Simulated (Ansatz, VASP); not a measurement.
**One calculation of Cl, two programs**

File INCAR:

```
  PREC = Accurate
  ENCUT = 520
  EDIFF = 1E-6
  ISMEAR = 0
  SIGMA = 0.1
  LREAL = F
  LASPH = T
  NELM = 80
  ALGO = Normal
  ISIF = 2
  LWAVE = F
  LCHARG = T
  GGA = PS
  LELF = T
  LVHAR = T
  NBANDS = 22
```

Contents of KPOINTS:

```
regular mesh
0
Gamma
  6 6 2
```

Contents of POSCAR:

```
Cl
1.0
    2.9398433327     -1.9430115479      0.0000000000
    2.9398433327      1.9430115479      0.0000000000
    0.0000000000      0.0000000000      7.9260283373
Cl
4
Direct
    0.8500000000      0.1500000000      0.1170000000
    0.6500000000      0.3500000000      0.6170000000
    0.1500000000      0.8500000000      0.8830000000
    0.3500000000      0.6500000000      0.3830000000
```

Input for Ansatz:

```yaml
crystal:
  lattice:
    - [2.9398433327, -1.9430115479, 0.0]
    - [2.9398433327, 1.9430115479, 0.0]
    - [0.0, 0.0, 7.9260283373]
  atoms:
    - { symbol: Cl, position: [0.85, 0.15, 0.117] }
    - { symbol: Cl, position: [0.65, 0.35, 0.617] }
    - { symbol: Cl, position: [0.15, 0.85, 0.883] }
    - { symbol: Cl, position: [0.35, 0.65, 0.383] }
basis:
  ecutwfc: 420
kpoints:
  mp_grid: { grid: [6, 6, 2] }
hamiltonian:
  xc: pbesol
scf:
  occupations: { method: gaussian, width: 0.1 }
output:
  forces: true
  stress: true
  eigenvalues: true
```

Alike in both runs: task single point; functional PBEsol; k mesh 6 × 6 × 2; occupations gaussian, width 0.1 eV; no spin polarisation.

|  | VASP | Ansatz |
| --- | --- | --- |
| version | VASP 6.6.1 | Ansatz 0.2.0 |
| potentials or method | VASP PAW PBE potentials, release 64 (Cl), cutoff 520 eV | scalar-relativistic, plane waves, PAW |
| valence electrons in the cell | 28 | 28 |

```csv
,VASP,Ansatz,Ansatz less VASP
gap on the k mesh at the Fermi level (eV),1.41,1.38,-0.024
least direct gap on the mesh (eV),1.55,1.52,-0.029
pressure (GPa),-2.9,-2.8,+0.16
"traceless stress, the component that is largest in VASP (GPa)",5.90,5.81,-0.085
rms of the force components (eV/Å),0.763,0.723,-0.0393
```

VASP's potentials were made for PBE, not for PBEsol. Atom by atom the forces differ by 0.040 eV/Å (rms over components).
